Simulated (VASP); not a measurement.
Write the native input for VASP 6.6.1 that does the following.

```
Task                   : relaxation of cell and atoms
Functional             : PBE
Potentials or basis    : VASP PAW PBE potentials, release 64 (Y_sv, Tl_d)
Cutoff                 : 600 eV
k mesh                 : 8 × 8 × 8
Occupations            : gaussian, width 0.1 eV
Spin                   : no spin polarisation
Dipole correction      : no
Further INCAR settings : ALGO = Fast; EDIFF = 1e-07; IBRION = 2; EDIFFG = -0.01; NSW = 100; ISIF = 3
```

The structure of YTl2 lies in POSCAR:

```
YTl2
1.0
    0.0000000000      4.4077227325      4.4077227325
    4.4077227325      0.0000000000      4.4077227325
    4.4077227325      4.4077227325      0.0000000000
Y Tl
2 4
Direct
    0.0000000000      0.0000000000      0.0000000000
    0.2500000000      0.2500000000      0.2500000000
    0.6250000000      0.6250000000      0.6250000000
    0.1250000000      0.6250000000      0.6250000000
    0.6250000000      0.6250000000      0.1250000000
    0.6250000000      0.1250000000      0.6250000000
```

The input as run:

INCAR

```
PREC     = Accurate       # precision mode
ENCUT    = 600            # plane-wave cutoff, eV
EDIFF    = 1E-7           # SCF threshold, eV
ISMEAR   = 0              # smearing method
SIGMA    = 0.1            # smearing width, eV
LREAL    = False          # projectors in reciprocal space
LASPH    = True           # aspherical terms in the spheres
NELM     = 80             # most SCF steps
ALGO     = Fast           # electronic algorithm
ISIF     = 3              # what is computed and relaxed
LWAVE    = False          # write WAVECAR
LCHARG   = False          # write CHGCAR
GGA      = PE             # functional
IBRION   = 2              # ionic algorithm
NSW      = 100            # ionic steps
EDIFFG   = -0.01          # ionic threshold
```

KPOINTS

```
Automatic mesh
0
Gamma
  8 8 8
```

Potentials or basis: VASP PAW PBE potentials, release 64 (Y_sv, Tl_d).

The run is started by

```bash
$ cat potpaw_PBE.64/Y_sv/POTCAR potpaw_PBE.64/Tl_d/POTCAR > POTCAR
$ mpirun -np 1 vasp_std > vasp.out
```

It gave:

```
Relaxed volume                        : 28.27 Å³/atom
Relaxed cell                          : a = 6.213 Å, b = 6.213 Å, c = 6.213 Å, α = 60.00°, β = 60.00°, γ = 60.00°
Space group after relaxing (to 0.1 Å) : Fd-3m (No. 227)
Energy gained by relaxing             : 0.3 meV/atom
Ionic steps                           : 2
Pressure after relaxing               : 0.0 GPa
Band gap on the k mesh                : zero (bands 37 and 38 overlap by 2.22 eV)
```

Caveat: spin-orbit coupling is left out, which moves the levels of the heavy elements.

Run time: 20 min on 1 thread of Intel(R) Xeon(R) Platinum 8488C (Sapphire Rapids) (shared host), peak memory 0.52 GiB.
